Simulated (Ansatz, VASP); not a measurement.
**LiCl in VASP and in Ansatz**

```
CELL_PARAMETERS angstrom
0.00000 2.54212 2.54212
2.54212 0.00000 2.54212
2.54212 2.54212 0.00000
ATOMIC_POSITIONS crystal
Li 0.00000 0.00000 0.00000
Cl 0.50000 0.50000 0.50000
```

Alike in both runs: task single point; functional r2SCAN; k mesh 6 × 6 × 6; occupations gaussian, width 0.1 eV; no spin polarisation.

|  | VASP | Ansatz |
| --- | --- | --- |
| version | VASP 6.6.1 | Ansatz 0.2.0 |
| potentials or method | VASP PAW PBE potentials, release 64 (Li_sv, Cl), cutoff 520 eV | scalar-relativistic, plane waves, PAW |
| valence electrons in the cell | 10 | 10 |

```tsv
	VASP	Ansatz	Ansatz less VASP
gap on the k mesh at the Fermi level (eV)	7.47	7.40	-0.073
least direct gap on the mesh (eV)	7.47	7.40	-0.073
```

VASP's potentials were made for PBE, not for r2SCAN.

Noted on VASP's run: the cutoff is under 1.25 times that of the potentials, so the pressure is a little rough.
